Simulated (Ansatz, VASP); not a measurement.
One calculation of TaN, two programs

```xyz
2
Lattice="2.9380 0.0000 0.0000 -1.4690 2.5444 0.0000 0.0000 0.0000 2.8830" Properties=species:S:1:pos:R:3 pbc="T T T"
Ta    0.0000    1.6963    1.4415
N     0.0000    0.0000    0.0000
```

Alike in both runs: task electric field gradients; functional PBE; k mesh 12 × 12 × 10; occupations fermi-dirac, width 0.02 eV; no spin polarisation.

|  | VASP | Ansatz |
| --- | --- | --- |
| version | VASP 6.6.1 | Ansatz 0.2.0 |
| potentials or method | VASP PAW PBE potentials, release 64 (Ta_pv, N) | PAW with Ansatz's default frozen-core files, scalar-relativistic |
| plane-wave cutoff (eV) | 520 | 420 |
| valence electrons in the cell | 16 | 18 |

Ansatz gave:

| Item | Value |
| --- | --- |
| pressure (GPa) | 4.7 |
| traceless stress, the component that is largest in VASP (GPa) | 0.71 |
| size of Vzz on the site where it differs most (V/Å²) | 53.0 |

Question: Estimate VASP's values.

Answer: Pressure (GPa): 5.4; traceless stress, the component that is largest in VASP (GPa): 0.83; size of Vzz on the site where it differs most (V/Å²): 19.8.

The functional is the same, so the differences come from potentials, cutoffs and numerics. VASP's potentials hold 16 valence electrons a cell and Ansatz's 18, so a difference there can come from the potentials and not from the codes.

Neither program's run includes spin-orbit coupling.
